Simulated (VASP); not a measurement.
# O: single point with LDA

The system is O.

```
O
1.0
     0.00000    1.36127    1.36127
     1.36127    0.00000    1.36127
     1.36127    1.36127    0.00000
O
1
Direct
  0.00000 0.00000 0.00000
```

This cell differs from its parent crystal: volume scaled by 0.7.

* Program: VASP 6.6.1
* Task: single point
* Functional: LDA
* Potentials or basis: VASP PAW LDA potentials, release 64 (O)
* Cutoff: 520 eV
* k mesh: 18 × 18 × 18
* Occupations: fermi-dirac, width 0.08 eV
* Spin: no spin polarisation

```
Pressure               : 155.7 GPa
Band gap on the k mesh : zero (band 3 reaches 12.34 eV, above the bottom of band 4 at 5.54 eV)
```

Levels at points of the mesh, in eV from the Fermi level:
| k point | band 1 | band 2 | band 3 | band 4 | band 5 | band 6 | band 7 | band 8 |
| --- | --- | --- | --- | --- | --- | --- | --- | --- |
| (0.00, 0.00, 0.00) | -27.42 | 3.51 | 3.51 | 3.51 | 28.89 | 40.58 | 40.58 | 40.58 |
| (0.50, 0.00, 0.00) | -18.52 | -12.09 | 2.03 | 2.03 | 27.60 | 32.72 | 37.26 | 37.26 |
| (0.50, 0.50, 0.00) | -15.22 | -10.19 | -1.42 | -1.42 | 18.19 | 23.13 | 39.99 | 51.47 |

It took 6.4 s on 1 thread of Intel Xeon 6975P-C, with other jobs on the host, peak memory 0.11 GiB.
